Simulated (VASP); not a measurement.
# NiO (F-43m) in VASP: a series of runs, part 2 of 2

VASP 6.6.1.

## Step 3: Single point, PBEsol-based screened hybrid with 25 % exact exchange, collinear spin, ferromagnetic start

This run uses another cell than the first one, of 11.91 Å³/atom.

File POSCAR:

```
NiO
1.0
    0.0000000000      2.2835484600      2.2835484600
    2.2835484600      0.0000000000      2.2835484600
    2.2835484600      2.2835484600      0.0000000000
Ni O
1 1
Direct
    0.0000000000      0.0000000000      0.0000000000
    0.2500000000      0.2500000000      0.2500000000
```

File INCAR.step1:

```
  ALGO = Normal
  EDIFF = 1E-5
  ENCUT = 520
  GGA = PE
  GGA_COMPAT = F
  ISIF = 2
  ISMEAR = -1
  ISPIN = 2
  LASPH = T
  LCHARG = F
  LMAXMIX = 4
  LORBIT = 11
  LREAL = F
  LWAVE = T
  MAGMOM = 1 0
  NBANDS = 23
  NELM = 200
  PREC = Accurate
  SIGMA = 0.05
```

File INCAR.step2:

```
  AEXX = 0.25
  ALGO = Normal
  EDIFF = 1E-6
  ENCUT = 520
  GGA = PS
  GGA_COMPAT = F
  HFSCREEN = 0.207
  ISIF = 2
  ISMEAR = -1
  ISPIN = 2
  ISTART = 1
  LASPH = T
  LCHARG = F
  LHFCALC = T
  LMAXMIX = 4
  LORBIT = 11
  LREAL = F
  LWAVE = F
  MAGMOM = 1 0
  NBANDS = 23
  NELM = 200
  PREC = Accurate
  PRECFOCK = Normal
  SIGMA = 0.05
```

File KPOINTS:

```
k-points
0
Gamma
  5 5 5
```

Potentials or basis: VASP PAW PBE potentials, release 64 (Ni_sv_GW, O).

On the command line:

```console
$ cat potpaw_PBE.64/Ni_sv_GW/POTCAR potpaw_PBE.64/O/POTCAR > POTCAR
$ cp INCAR.step1 INCAR
$ mpirun -np 1 vasp_std > vasp.out
$ cp INCAR.step2 INCAR
$ mpirun -np 1 vasp_std > vasp.out
```

OUTCAR:

```text
AEXX = 0.25
   EDIFF = 1E-6
   ENCUT = 520
   GGA = PS
   HFSCREEN = 0.207
   ISIF = 2
   ISMEAR = -1
   ISPIN = 2
   ISTART = 1
   LASPH = T
   LHFCALC = T
   LORBIT = 11
   LREAL = F
   NELM = 200
   PREC = Accurate
   PRECFOCK = Normal

 ion  position               nearest neighbor table
   1  0.000  0.000  0.000-   2 1.98   2 1.98   2 1.98   2 1.98
   2  0.250  0.250  0.250-   1 1.98   1 1.98   1 1.98   1 1.98

  LATTYP: Found a face centered cubic cell.
 ALAT       =     4.5670969200

  Lattice vectors:

 A1 = (   0.0000000000,   2.2835484600,   2.2835484600)
 A2 = (   2.2835484600,   0.0000000000,   2.2835484600)
 A3 = (   2.2835484600,   2.2835484600,   0.0000000000)

Analysis of symmetry for initial positions (statically):
=====================================================================
 Subroutine PRICEL returns:
 Original cell was already a primitive cell.

 Routine SETGRP: Setting up the symmetry group for a
 face centered cubic supercell.

 Subroutine GETGRP returns: Found 24 space group operations
 (whereof 24 operations were pure point group operations)
 out of a pool of 48 trial point group operations.

The static configuration has the point symmetry T_d .

Analysis of symmetry for dynamics (positions and initial velocities):
=====================================================================
 Subroutine PRICEL returns:
 Original cell was already a primitive cell.

 Routine SETGRP: Setting up the symmetry group for a
 face centered cubic supercell.

 Subroutine GETGRP returns: Found 24 space group operations
 (whereof 24 operations were pure point group operations)
 out of a pool of 48 trial point group operations.

The dynamic configuration has the point symmetry T_d .

[... 140 lines left out ...]
  NGX = 20; NGY = 20; NGZ = 20

 number of electron      23.9999992 magnetization       2.0006397

 Free energy of the ion-electron system (eV)
  ---------------------------------------------------
  ext. energy  EPLUGINS =         0.00000000
  ---------------------------------------------------
  free energy    TOTEN  =       -14.78185730 eV

  energy without entropy =      -14.77190691  energy(sigma->0) =      -14.77688210

 E-fermi :   4.7104     XC(G=0):  -9.3873

 val. band max:        4.6883779781   @ k =  -0.4000   0.4000   0.2000
 cond. band min:       4.8390017386   @ k =  -0.2000   0.2000   0.0000
 fundamental gap:      0.1506237605
 Fermi energy:         4.7103846662

 spin component 1

 k-point     1 :       0.0000    0.0000    0.0000
  band No.  band energies     occupation
      1    -107.3973      1.00000
      2     -66.3782      1.00000
      3     -66.3782      1.00000
      4     -66.3782      1.00000
      5     -17.9983      1.00000
      6      -3.8251      1.00000
[... 249 lines left out ...]
     22      32.8314      0.00000
     23      33.2165      0.00000
 Fermi energy:         4.7103846662

 spin component 2

 k-point     1 :       0.0000    0.0000    0.0000
  band No.  band energies     occupation
      1    -104.6240      1.00000
      2     -63.4030      1.00000
      3     -63.4030      1.00000
      4     -63.4030      1.00000
      5     -17.2206      1.00000
      6      -1.4569      1.00000
[... 249 lines left out ...]
     22      33.0897      0.00000
     23      33.3598      0.00000

------------------------ aborting loop because EDIFF is reached ----------------------------------------

  FORCE on cell =-STRESS in cart. coord.  units (eV):
  Direction    XX          YY          ZZ          XY          YZ          ZX
  --------------------------------------------------------------------------------------
  -------------------------------------------------------------------------------------
  Total       -2.7436675     -2.7436675     -2.7436675      0.0000000      0.0000000     -0.0000000
  in kB     -184.5786101   -184.5786101   -184.5786101      0.0000000      0.0000000     -0.0000000
  external PRESSURE =    -184.5786101 kB  Pullay stress =       0.0000000 kB

 VOLUME and BASIS-vectors are now :
 -----------------------------------------------------------------------------
  energy-cutoff  :      520.00
  volume of cell :       23.82
      direct lattice vectors                 reciprocal lattice vectors
     0.000000000  2.283548460  2.283548460    -0.218957473  0.218957473  0.218957473
     2.283548460  0.000000000  2.283548460     0.218957473 -0.218957473  0.218957473
     2.283548460  2.283548460  0.000000000     0.218957473  0.218957473 -0.218957473

 POSITION                                       TOTAL-FORCE (eV/Angst)
 -----------------------------------------------------------------------------------
      0.00000      0.00000      0.00000         0.000000     -0.000000      0.000000
      1.14177      1.14177      1.14177        -0.000000      0.000000     -0.000000
 -----------------------------------------------------------------------------------
    total drift:                               -0.000000     -0.000001     -0.000001

  FREE ENERGIE OF THE ION-ELECTRON SYSTEM (eV)
  ---------------------------------------------------
  free  energy   TOTEN  =       -14.7818573027 eV

  energy  without entropy=      -14.7719069071  energy(sigma->0) =      -14.77688210

 total charge

# of ion       s       p       d       f       tot
--------------------------------------------------
    1        2.162   6.261   7.722   0.009  16.153
    2        1.549   3.435   0.000   0.000   4.983
--------------------------------------------------
tot          3.711   9.696   7.722   0.009  21.137

 magnetization (x)

# of ion       s       p       d       f       tot
--------------------------------------------------
    1       -0.002   0.011   1.694   0.000   1.703
    2        0.018   0.318   0.000   0.000   0.336
--------------------------------------------------
tot          0.016   0.329   1.694   0.000   2.039
```

OUTCAR.step1:

```text
EDIFF = 1E-5
   ENCUT = 520
   GGA = PE
   ISIF = 2
   ISMEAR = -1
   ISPIN = 2
   LASPH = T
[... 753 lines left out ...]

 total charge

# of ion       s       p       d       f       tot
--------------------------------------------------
    1        2.170   6.254   7.758   0.008  16.189
    2        1.555   3.394   0.000   0.000   4.949
--------------------------------------------------
tot          3.725   9.648   7.758   0.008  21.138

 magnetization (x)

# of ion       s       p       d       f       tot
--------------------------------------------------
    1        0.004   0.025   1.517   0.001   1.547
    2        0.015   0.350   0.000   0.000   0.365
--------------------------------------------------
tot          0.019   0.375   1.517   0.001   1.912
```

OSZICAR.step1:

```text
N       E                     dE             d eps       ncg     rms          rms(c)
DAV:   1     0.222367615451E+03    0.22237E+03   -0.12825E+04  1436   0.293E+03
DAV:   2    -0.867796418018E+01   -0.23105E+03   -0.22193E+03  1499   0.821E+02
DAV:   3    -0.191217962431E+02   -0.10444E+02   -0.10419E+02  1359   0.163E+02
DAV:   4    -0.192762669211E+02   -0.15447E+00   -0.15445E+00  1258   0.118E+01
DAV:   5    -0.192837738757E+02   -0.75070E-02   -0.75068E-02  1278   0.251E+00    0.227E+01
DAV:   6    -0.216967698754E+02   -0.24130E+01   -0.10675E+02  1474   0.432E+02    0.339E+01
DAV:   7    -0.125145810835E+02    0.91822E+01   -0.56801E+01  1306   0.346E+02    0.544E+00
DAV:   8    -0.125813406424E+02   -0.66760E-01   -0.11713E+00  1372   0.128E+01    0.391E+00
DAV:   9    -0.124993351739E+02    0.82005E-01   -0.25695E-01  1644   0.283E+01    0.162E+00
DAV:  10    -0.125077950528E+02   -0.84599E-02   -0.22390E-02  1420   0.174E+00    0.133E+00
DAV:  11    -0.125092254764E+02   -0.14304E-02   -0.51644E-02  1563   0.114E+01    0.950E-01
DAV:  12    -0.125058399200E+02    0.33856E-02   -0.74332E-03  1538   0.355E+00    0.168E-01
DAV:  13    -0.125056642478E+02    0.17567E-03   -0.13635E-03  1364   0.522E-01    0.141E-01
DAV:  14    -0.125057041580E+02   -0.39910E-04   -0.10517E-04  1408   0.274E-01    0.521E-02
DAV:  15    -0.125057205874E+02   -0.16429E-04   -0.41621E-05  1201   0.277E-01    0.861E-03
DAV:  16    -0.125057223074E+02   -0.17200E-05   -0.76642E-06   683   0.331E-02
   1 F= -.12505722E+02 E0= -.12499769E+02  d E =-.119061E-01  mag=     1.9629
```

It took 63 min on 1 thread of Intel Xeon Platinum 8259CL at 2.50GHz (Skylake/Cascade Lake), shared host; peak memory 0.28 GiB.

What came out:

| Property | Result |
| --- | --- |
| Free energy | -14.7819 eV |
| Pressure | -18.5 GPa |
| Band gap on the k mesh | zero (filled and empty bands overlap) |
| Net moment | 2.00 μB per cell |
| Site moments | Ni +1.70; O +0.34 μB |
| Valence electrons inside the program's atomic spheres | Ni 16.15; O 4.98 |

Caveat: the k points lie up to 0.48 Å⁻¹ apart, too coarse for converged energies and pressures of a metal; the PAW data sets were made with another functional, which shifts forces and pressure a little; a cell with one magnetic atom can't hold antiferromagnetic order, which such compounds often take.

## Step 4: Relaxation of cell and atoms, HF, collinear spin, ferromagnetic start

This run uses another cell than the first one, of 11.91 Å³/atom.

POSCAR is that of step 3.

File INCAR.step1:

```
SYSTEM = NiO
PREC     = Accurate       ! precision mode
ENCUT    = 600            ! plane-wave cutoff, eV
EDIFF    = 1E-5           ! SCF threshold, eV
ISMEAR   = -1             ! smearing method
SIGMA    = 0.05           ! smearing width, eV
LREAL    = .False.        ! projectors in reciprocal space
LASPH    = .True.         ! aspherical terms in the spheres
NELM     = 150            ! most SCF steps
ALGO     = Normal         ! electronic algorithm
LWAVE    = .True.         ! write WAVECAR
LCHARG   = .False.        ! write CHGCAR
ISPIN    = 2              ! spin polarisation
MAGMOM   = 1 0            ! initial moments
LORBIT   = 11             ! projections on sites
LMAXMIX  = 4              ! l up to which the mixer works
GGA      = PE             ! functional
NBANDS   = 19             ! bands
```

File INCAR.step2:

```
SYSTEM = NiO
PREC     = Accurate       ! precision mode
ENCUT    = 600            ! plane-wave cutoff, eV
EDIFF    = 1E-7           ! SCF threshold, eV
ISMEAR   = -1             ! smearing method
SIGMA    = 0.05           ! smearing width, eV
LREAL    = .False.        ! projectors in reciprocal space
LASPH    = .True.         ! aspherical terms in the spheres
NELM     = 150            ! most SCF steps
ALGO     = Normal         ! electronic algorithm
ISIF     = 3              ! what is computed and relaxed
LWAVE    = .False.        ! write WAVECAR
LCHARG   = .False.        ! write CHGCAR
ISPIN    = 2              ! spin polarisation
MAGMOM   = 1 0            ! initial moments
LORBIT   = 11             ! projections on sites
LMAXMIX  = 4              ! l up to which the mixer works
GGA      = PE             ! functional
LHFCALC  = .True.         ! exact exchange
AEXX     = 1.0            ! exact-exchange fraction
ALDAC    = 0.0          
AGGAC    = 0.0          
PRECFOCK = Normal       
IBRION   = 2              ! ionic algorithm
NSW      = 60             ! ionic steps
EDIFFG   = -0.01          ! ionic threshold
ISTART   = 1
```

File KPOINTS:

```
regular mesh
0
Gamma
  5 5 5
  0 0 0
```

Potentials or basis: VASP PAW PBE potentials, release 64 (Ni, O).

On the command line:

```console
$ cat potpaw_PBE.64/Ni/POTCAR potpaw_PBE.64/O/POTCAR > POTCAR
$ cp INCAR.step1 INCAR
$ mpirun -np 1 vasp_std > vasp.out
$ cp INCAR.step2 INCAR
$ mpirun -np 1 vasp_std > vasp.out
```

It took 78 min on 1 thread of Intel Xeon Platinum 8488C (Sapphire Rapids), shared host; peak memory 0.2 GiB.

Results (log left out):

| Property | Result |
| --- | --- |
| Free energy | -31.0349 eV |
| Relaxed volume | 11.04 Å³/atom |
| Relaxed cell | a = 3.149 Å, b = 3.149 Å, c = 3.149 Å, α = 60.00°, β = 60.00°, γ = 60.00° |
| Space group after relaxing (to 0.1 Å) | F-43m (No. 216) |
| Energy gained by relaxing | 39.5 meV/atom |
| Ionic steps | 4 |
| Pressure after relaxing | 0.1 GPa |
| Band gap on the k mesh | 4.86 eV (least direct gap 6.98 eV) |
| Net moment | 2.00 μB per cell |
| Site moments | Ni +2.17; O +0.11 μB |
| Valence electrons inside the program's atomic spheres | Ni 8.79; O 5.23 |

The path:
| step | energy change (eV) | largest force (eV/Å) | pressure (GPa) | volume (Å³) |
| --- | --- | --- | --- | --- |
| 1 | 0.0000 | 0.0000 | -13.65 | 23.82 |
| 2 | 0.0075 | 0.0000 | 18.50 | 20.49 |
| 3 | -0.0789 | 0.0000 | -0.17 | 22.10 |
| 4 | -0.0789 | 0.0000 | 0.08 | 22.07 |

Final structure:
```cif
data_structure
_symmetry_space_group_name_H-M 'P 1'
_symmetry_Int_Tables_number 1
_cell_length_a 3.1485
_cell_length_b 3.1485
_cell_length_c 3.1485
_cell_angle_alpha 60.000
_cell_angle_beta 60.000
_cell_angle_gamma 60.000
_cell_volume 22.07
loop_
_atom_site_label
_atom_site_type_symbol
_atom_site_fract_x
_atom_site_fract_y
_atom_site_fract_z
_atom_site_occupancy
Ni1 Ni 0.00000 0.00000 0.00000 1
O1 O 0.25000 0.25000 0.25000 1
```

Levels at points of the mesh, in eV from the valence-band top:
Spin up:
| k point | band 7 | band 8 | band 9 | band 10 | band 11 | band 12 |
| --- | --- | --- | --- | --- | --- | --- |
| (0.00, 0.00, 0.00) | -8.40 | -8.40 | -8.40 | 4.86 | 19.29 | 19.29 |
Spin down:
```
           k point  band 3  band 4  band 5  band 6  band 7  band 8  band 9  band 10  band 11  band 12
(0.00, 0.00, 0.00)  -16.13  -10.98  -10.98  -10.98   -3.22    8.63    8.63     8.63    19.32    19.32
```

Caveat: the k points lie up to 0.49 Å⁻¹ apart in the final cell; the PAW data sets were made with another functional, which shifts forces and pressure a little; an odd mesh through Γ misses points on the zone boundary, where band edges can lie; a cell with one magnetic atom can't hold antiferromagnetic order, which such compounds often take.

## Step 5: Summary

```tsv
task	level	potentials or basis	cell	cutoff (eV)	share of exact exchange	screening parameter	gap on the mesh (eV)	pressure (GPa)	moment (μB)
single point	PBE-based screened hybrid with 25 % exact exchange	VASP PAW PBE potentials, release 64 (Ni_sv_GW, O)	a = 3.145 Å, angles 60.0°, 2 atoms	520	0.25	0.3 1/Å	none	-2.1	2.00
single point	PBEsol-based screened hybrid with 25 % exact exchange	VASP PAW PBE potentials, release 64 (Ni_sv_GW, O)	a = 3.229 Å, angles 60.0°, 2 atoms	520	0.25	0.207 1/Å	none	-18.5	2.00
relaxation of cell and atoms	HF	VASP PAW PBE potentials, release 64 (Ni, O)	relaxed from a = 3.229 Å, angles 60.0°, 2 atoms	600	1	-	4.86	0.1	2.00
```

Alike in all rows: spin collinear, ferromagnetic start; k mesh 5 × 5 × 5; smearing fermi-dirac 0.05 eV.

Caveats: all runs use coarse meshes; the PAW data sets were made with another functional, which shifts forces and pressure a little; a cell with one magnetic atom can't hold antiferromagnetic order, which such compounds often take; an odd mesh through Γ misses points on the zone boundary, where band edges can lie (at least some runs).

Absolute energies hang on the potentials; compare differences alone.

The gap in the log of VASP goes by the Fermi energy; the results here count the filled bands.